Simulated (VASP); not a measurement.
Set up this calculation in VASP 6.6.1, as the native input.

| Item | Value |
| --- | --- |
| Task | single point |
| Functional | PBE |
| Potentials or basis | VASP PAW PBE potentials, release 64 (Al, N) |
| Cutoff | 520 eV |
| k mesh | 12 × 12 × 2 |
| Occupations | gaussian, width 0.02 eV |
| Spin | no spin polarisation |
| Dipole correction | no |
| Further INCAR settings | ALGO = Normal; EDIFF = 1e-06; NBANDS = 36 |

The structure of AlN lies in POSCAR:

```
AlN
1.0
    3.1181789178      0.0000000000      0.0000000000
   -1.5590894589      2.7004221564      0.0000000000
    0.0000000000      0.0000000000     15.1983566648
Al N
6 6
Direct
    0.0000000000      0.0000000000      0.1876376584
    0.0000000000      0.0000000000      0.6876376584
    0.3333333333      0.6666666667      0.5205503794
    0.6666666667      0.3333333333      0.0205503794
    0.3333333333      0.6666666667      0.8533970521
    0.6666666667      0.3333333333      0.3533970521
    0.0000000000      0.0000000000      0.3127859872
    0.0000000000      0.0000000000      0.8127859872
    0.3333333333      0.6666666667      0.9792564787
    0.6666666667      0.3333333333      0.4792564787
    0.3333333333      0.6666666667      0.6463724441
    0.6666666667      0.3333333333      0.1463724441
```

The input as run:

INCAR

```
SYSTEM = AlN
ALGO     = Normal         ! electronic algorithm
EDIFF    = 1E-6           ! SCF threshold, eV
ENCUT    = 520            ! plane-wave cutoff, eV
GGA      = PE             ! functional
ISIF     = 2              ! what is computed and relaxed
ISMEAR   = 0              ! smearing method
LASPH    = .TRUE.         ! aspherical terms in the spheres
LCHARG   = .FALSE.        ! write CHGCAR
LREAL    = .FALSE.        ! projectors in reciprocal space
LWAVE    = .FALSE.        ! write WAVECAR
NBANDS   = 36             ! bands
NELM     = 100            ! most SCF steps
PREC     = Accurate       ! precision mode
SIGMA    = 0.02           ! smearing width, eV
```

KPOINTS

```
k-points
0
G
  12 12 2
  0 0 0
```

Potentials or basis: VASP PAW PBE potentials, release 64 (Al, N).

The run is started by

```bash
$ cat potpaw_PBE.64/Al/POTCAR potpaw_PBE.64/N/POTCAR > POTCAR
$ mpirun -np 1 vasp_std > vasp.out
```

Results of the run:

```json
{"Pressure": "-0.3 GPa", "Band gap on the k mesh": "3.80 eV, indirect (least direct gap 4.00 eV)"}
```

Wall time 64 s on 1 thread of Intel(R) Xeon(R) 6975P-C (Granite Rapids), with other jobs on the host, peak memory 0.31 GiB.
